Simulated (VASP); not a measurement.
Wanted: the native input for a VASP 6.6.1 run.

```
Task                   : single point
Functional             : r2SCAN
Potentials or basis    : VASP PAW PBE potentials, release 64 (Hf_pv, O)
Cutoff                 : 520 eV
k mesh                 : 8 × 8 × 8
Occupations            : gaussian, width 0.05 eV
Spin                   : no spin polarisation
Dipole correction      : no
Further INCAR settings : ALGO = Normal; EDIFF = 1e-07; NBANDS = 18
```

HfO2:

```
Hf O
1.0
     0.00000    2.35290    2.45520
     2.35290    0.00000    2.45520
     2.35290    2.35290    0.00000
Hf O
1 2
Direct
  0.00000 0.00000 0.00000
  0.25000 0.25000 0.25000
  0.75000 0.75000 0.75000
```

This cell differs from its parent crystal: strain -0.080 along x and y, -0.040 along z.

The input as run:

POSCAR

```
HfO2
1.0
    0.0000000000      2.3529000000      2.4552000000
    2.3529000000      0.0000000000      2.4552000000
    2.3529000000      2.3529000000      0.0000000000
Hf O
1 2
Direct
    0.0000000000      0.0000000000      0.0000000000
    0.2500000000      0.2500000000      0.2500000000
    0.7500000000      0.7500000000      0.7500000000
```

INCAR.step1

```
ALGO = Normal
EDIFF = 1E-4
ENCUT = 520
GGA = PE
ISMEAR = 0
LASPH = T
LCHARG = F
LREAL = F
LWAVE = T
NBANDS = 18
NELM = 80
PREC = Accurate
SIGMA = 0.05
```

INCAR.step2

```
ALGO = Normal
EDIFF = 1E-7
ENCUT = 520
ISIF = 2
ISMEAR = 0
ISTART = 1
LASPH = T
LCHARG = T
LELF = T
LMIXTAU = T
LREAL = F
LVHAR = T
LWAVE = F
METAGGA = R2SCAN
NBANDS = 18
NELM = 80
PREC = Accurate
SIGMA = 0.05
```

KPOINTS

```
k-points
0
Gamma
  8 8 8
```

Potentials or basis: VASP PAW PBE potentials, release 64 (Hf_pv, O).

The run is started by

```console
$ cat potpaw_PBE.64/Hf_pv/POTCAR potpaw_PBE.64/O/POTCAR > POTCAR
$ cp INCAR.step1 INCAR
$ mpirun -np 1 vasp_std > vasp.out
$ cp INCAR.step2 INCAR
$ mpirun -np 1 vasp_std > vasp.out
```

Results of the run:

The pressure is 62.2 GPa and the band gap on the k mesh is 4.23 eV (least direct gap 4.51 eV).

Caveat: the cell differs from its parent crystal (strain -0.080 along x and y, -0.040 along z); the cell stands under pressure; the PAW data sets were made with another functional, which shifts forces and pressure a little; spin-orbit coupling is left out, which moves the levels of the heavy elements.

Run time: 4.5 min on 1 thread of Intel Xeon 8259CL (shared host), peak memory 0.19 GiB.
